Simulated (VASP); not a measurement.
# LiTlSe2 (P-4m2) in VASP: single point with HSE06

Aim: the single point of LiTlSe2 with HSE06.

All numbers are computed with VASP 6.6.1; they aren't measurements. Logs are shortened: lines on timing, memory, paths and dates and some standing lists are left out, and cuts for length are marked.

## Step 1: The cell of the first run

Symmetry: P-4m2, No. 115, tetragonal system. Conventional cell: a = 4.264 Å, b = 4.264 Å, c = 5.980 Å, α = 90.00°, β = 90.00°, γ = 90.00°. Within 3.3 Å of Li (site symmetry -4m2) lie 4 Se at 2.53 Å. Within 3.3 Å of Se (site symmetry 2mm) lie 2 Li at 2.53 Å and 2 Tl at 2.68 Å. Within 3.5 Å of Tl (site symmetry -4m2) lie 4 Se at 2.68 Å.

## Step 2: Single point, HSE06

File POSCAR:

```
LiTlSe2
1.0
    4.2639248130      0.0000000000      0.0000000000
    0.0000000000      4.2639248130      0.0000000000
    0.0000000000      0.0000000000      5.9802485926
Li Se Tl
1 2 1
Direct
    0.0000000000      0.0000000000      0.0000000000
    0.0000000000      0.5000000000      0.2292133967
    0.5000000000      0.0000000000      0.7707866033
    0.5000000000      0.5000000000      0.5000000000
```

File INCAR.step1:

```
SYSTEM = LiTlSe2
ALGO = Normal
EDIFF = 1E-5
ENCUT = 650
GGA = PE
GGA_COMPAT = .False.
ISIF = 2
ISMEAR = -1
LASPH = .True.
LREAL = .False.
LWAVE = .True.
NBANDS = 22
NELM = 120
PREC = Accurate
SIGMA = 0.05
```

File INCAR.step2:

```
SYSTEM = LiTlSe2
ALGO = Normal
EDIFF = 1E-6
ENCUT = 650
GGA = PE
GGA_COMPAT = .False.
HFSCREEN = 0.2079
ISIF = 2
ISMEAR = -1
ISTART = 1
LASPH = .True.
LCHARG = .True.
LELF = .True.
LHFCALC = .True.
LREAL = .False.
LVHAR = .True.
LWAVE = .False.
NBANDS = 22
NELM = 120
PREC = Accurate
PRECFOCK = Normal
SIGMA = 0.05
```

File KPOINTS:

```
k-points
0
Gamma
  4 4 2
  0 0 0
```

Potentials or basis: VASP PAW PBE potentials, release 64 (Li_sv, Se, Tl_d).

On the command line:

```console
$ cat potpaw_PBE.64/Li_sv/POTCAR potpaw_PBE.64/Se/POTCAR potpaw_PBE.64/Tl_d/POTCAR > POTCAR
$ cp INCAR.step1 INCAR
$ mpirun -np 1 vasp_std > vasp.out
$ cp INCAR.step2 INCAR
$ mpirun -np 1 vasp_std > vasp.out
```

OUTCAR:

```text
SYSTEM = LiTlSe2
   EDIFF = 1E-6
   ENCUT = 650
   GGA = PE
   HFSCREEN = 0.2079
   ISIF = 2
   ISMEAR = -1
   ISTART = 1
   LASPH = .True.
   LHFCALC = .True.
   LREAL = .False.
   NELM = 120
   PREC = Accurate
   PRECFOCK = Normal

 ion  position               nearest neighbor table
   1  0.000  0.000  0.000-   2 2.53   3 2.53   2 2.53   3 2.53
   2  0.000  0.500  0.229-   1 2.53   1 2.53   4 2.68   4 2.68
   3  0.500  0.000  0.771-   1 2.53   1 2.53   4 2.68   4 2.68
   4  0.500  0.500  0.500-   2 2.68   3 2.68   3 2.68   2 2.68

  LATTYP: Found a simple tetragonal cell.
 ALAT       =     4.2639248130
 C/A-ratio  =     1.4025220554

  Lattice vectors:

 A1 = (   4.2639248130,   0.0000000000,   0.0000000000)
 A2 = (   0.0000000000,   4.2639248130,   0.0000000000)
 A3 = (   0.0000000000,   0.0000000000,   5.9802485926)

Analysis of symmetry for initial positions (statically):
=====================================================================
 Subroutine PRICEL returns:
 Original cell was already a primitive cell.

 Routine SETGRP: Setting up the symmetry group for a
 simple tetragonal supercell.

 Subroutine GETGRP returns: Found  8 space group operations
 (whereof  8 operations were pure point group operations)
 out of a pool of 16 trial point group operations.

The static configuration has the point symmetry D_2d.

Analysis of symmetry for dynamics (positions and initial velocities):
=====================================================================
 Subroutine PRICEL returns:
 Original cell was already a primitive cell.

 Routine SETGRP: Setting up the symmetry group for a
 simple tetragonal supercell.

 Subroutine GETGRP returns: Found  8 space group operations
 (whereof  8 operations were pure point group operations)
 out of a pool of 16 trial point group operations.

The dynamic configuration has the point symmetry D_2d.

 Subroutine INISYM returns: Found  8 space group operations
 (whereof  8 operations are pure point group operations),
 and found     1 'primitive' translations

----------------------------------------------------------------------------------------

                                     Primitive cell

  volume of cell :     108.7272

[... 83 lines left out ...]
   IBRION =     -1    ionic relax: 0-MD 1-quasi-New 2-CG
   NFREE  =      0    steps in history (QN), initial steepest desc. (CG)
   ISIF   =      2    stress and relaxation
   ISYM   =      3    0-nonsym 1-usesym 2-fastsym
   POTIM  = 0.5000    time-step for ionic-motion
   TEBEG  =    0.0;   TEEND  =   0.0 temperature during run
   PSTRESS=    0.0 pullay stress
   NELECT =      28.0000    total number of electrons
   NUPDOWN=      -1.0000    fix difference up-down
   EMIN   =  10.00;   EMAX   =-10.00  energy-range for DOS
   EFERMI =   0.00;   METHOD = LEGACY
   ISMEAR =    -1;   SIGMA  =   0.05  broadening in eV -4-tet -1-fermi 0-gaus
   EFERMI_NEDOS =   21; number of points for ismear=-14 and -15
   IALGO  =     38    algorithm
   IMIX   =      1    mixing-type and parameters
     AMIX     =   0.40;   BMIX     =  1.00
     AMIX_MAG =   1.60;   BMIX_MAG =  1.00
  volume/ion in A,a.u.               =      27.18       183.43
  Fermi-wavevector in a.u.,A,eV,Ry     =   1.041553  1.968250 14.760046  1.084833
  Thomas-Fermi vector in A             =   2.176179
   LORBIT       =      0    0 simple, 1 ext, 2 COOP (PROOUT), +10 PAW based schemes
   GGA     = PE    functional components
   LHFCALC =     T    Hartree Fock is set to
   PRECFOCK=normal    Normal, Fast or Accurate (Low or Medium for compatibility)
   ENCUT4O =  -1.0   cutoff for four orbital integrals eV
   NKREDX  =     1    reduce k-point grid by
   NKREDY  =     1    reduce k-point grid by
   NKREDZ  =     1    reduce k-point grid by
   AEXX    =    0.2500 exact exchange contribution
   HFSCREEN=    0.2079 screening length (either q_TF or 0.3 A-1)
   HFSCREENC=   0.2079 screening length for correlation (either q_TF or 0.3 A-1)
   ENCUTFOCK=  -1.0 apply spherical cutoff to Coloumb kernel
   IVDW    =     0    specifies the selected vdW correction
   LEPSILON=     F    determine dielectric tensor
   LRPA    =     F    only Hartree local field effects (RPA)
 non-spin polarized calculation
  energy-cutoff  :      650.00
  volume of cell :      108.73
 maximum number of plane-waves:      4129
 NGX is ok and might be reduce to    36
  NGX = 28; NGY = 28; NGZ = 40

 number of electron      27.9999995 magnetization

 Free energy of the ion-electron system (eV)
  ---------------------------------------------------
  ext. energy  EPLUGINS =         0.00000000
  ---------------------------------------------------
  free energy    TOTEN  =       -16.18902277 eV

  energy without entropy =      -16.18902176  energy(sigma->0) =      -16.18902226

 E-fermi :   1.7276     XC(G=0):  -6.9948

 val. band max:        1.1248601836   @ k =   0.0000   0.0000   0.0000
 cond. band min:       2.2912561152   @ k =   0.0000   0.0000   0.0000
 fundamental gap:      1.1663959315
 Fermi energy:         1.7275537473

 k-point     1 :       0.0000    0.0000    0.0000
  band No.  band energies     occupation
      1     -46.4441      2.00000
      2     -12.3761      2.00000
      3     -12.1476      2.00000
      4     -10.9812      2.00000
      5     -10.9812      2.00000
      6     -10.8522      2.00000
[... 289 lines left out ...]
     21       9.9000      0.00000
     22      11.4047      0.00000

------------------------ aborting loop because EDIFF is reached ----------------------------------------

  FORCE on cell =-STRESS in cart. coord.  units (eV):
  Direction    XX          YY          ZZ          XY          YZ          ZX
  --------------------------------------------------------------------------------------
  -------------------------------------------------------------------------------------
  Total       -0.2409514     -0.2409514     -0.3607332      0.0000000     -0.0000000     -0.0000000
  in kB       -3.5506002     -3.5506002     -5.3156752      0.0000000     -0.0000000     -0.0000000
  external PRESSURE =      -4.1389585 kB  Pullay stress =       0.0000000 kB

 VOLUME and BASIS-vectors are now :
 -----------------------------------------------------------------------------
  energy-cutoff  :      650.00
  volume of cell :      108.73
      direct lattice vectors                 reciprocal lattice vectors
     4.263924813  0.000000000  0.000000000     0.234525711  0.000000000  0.000000000
     0.000000000  4.263924813  0.000000000     0.000000000  0.234525711  0.000000000
     0.000000000  0.000000000  5.980248593     0.000000000  0.000000000  0.167217129

 POSITION                                       TOTAL-FORCE (eV/Angst)
 -----------------------------------------------------------------------------------
      0.00000      0.00000      0.00000         0.000000     -0.000000      0.000000
      0.00000      2.13196      1.37075         0.000000      0.000000      0.123398
      2.13196      0.00000      4.60950         0.000000     -0.000000     -0.123398
      2.13196      2.13196      2.99012         0.000000     -0.000000      0.000000
 -----------------------------------------------------------------------------------
    total drift:                                0.000000     -0.000000      0.000028

  FREE ENERGIE OF THE ION-ELECTRON SYSTEM (eV)
  ---------------------------------------------------
  free  energy   TOTEN  =       -16.1890227735 eV

  energy  without entropy=      -16.1890217557  energy(sigma->0) =      -16.18902226
```

OSZICAR.step1:

```text
N       E                     dE             d eps       ncg     rms          rms(c)
DAV:   1     0.156934604668E+03    0.15693E+03   -0.13824E+04   528   0.135E+03
DAV:   2    -0.480912671356E+01   -0.16174E+03   -0.15608E+03   654   0.253E+02
DAV:   3    -0.138269749758E+02   -0.90178E+01   -0.89674E+01   770   0.511E+01
DAV:   4    -0.142994931687E+02   -0.47252E+00   -0.47101E+00   850   0.875E+00
DAV:   5    -0.143028606212E+02   -0.33675E-02   -0.33673E-02   666   0.931E-01    0.767E+00
DAV:   6    -0.136187831421E+02    0.68408E+00   -0.15403E+00   582   0.743E+00    0.569E+00
DAV:   7    -0.135630090400E+02    0.55774E-01   -0.48719E-01   638   0.376E+00    0.255E+00
DAV:   8    -0.135639603153E+02   -0.95128E-03   -0.80348E-02   628   0.205E+00    0.379E-01
DAV:   9    -0.135640121150E+02   -0.51800E-04   -0.69983E-03   670   0.665E-01    0.112E-01
DAV:  10    -0.135647103201E+02   -0.69821E-03   -0.12036E-03   620   0.206E-01    0.789E-02
DAV:  11    -0.135649296186E+02   -0.21930E-03   -0.34897E-04   590   0.128E-01    0.243E-02
DAV:  12    -0.135649674413E+02   -0.37823E-04   -0.78950E-05   654   0.581E-02    0.231E-02
DAV:  13    -0.135649680527E+02   -0.61136E-06   -0.12106E-05   506   0.257E-02
   1 F= -.13564968E+02 E0= -.13564618E+02  d E =-.699617E-03
```

Run time: 17 min. Hardware: 1 thread of AMD EPYC 7R13 (Zen 3), shared host; peak memory 0.37 GiB.

Results:

| Property | Result |
| --- | --- |
| Free energy | -16.1890 eV |
| Pressure | -0.4 GPa |
| Largest force | 0.123 eV/Å |
| Band gap on the k mesh | 1.17 eV |

Forces in eV/Å, atoms in the order of the input:
```
Li   0.000  0.000  0.000
Se   0.000  0.000  0.123
Se   0.000  0.000 -0.123
Tl   0.000  0.000  0.000
```

Caveat: the k points lie up to 0.53 Å⁻¹ apart; the PAW data sets were made with another functional, which shifts forces and pressure a little; spin-orbit coupling is left out, which moves the levels of the heavy elements.
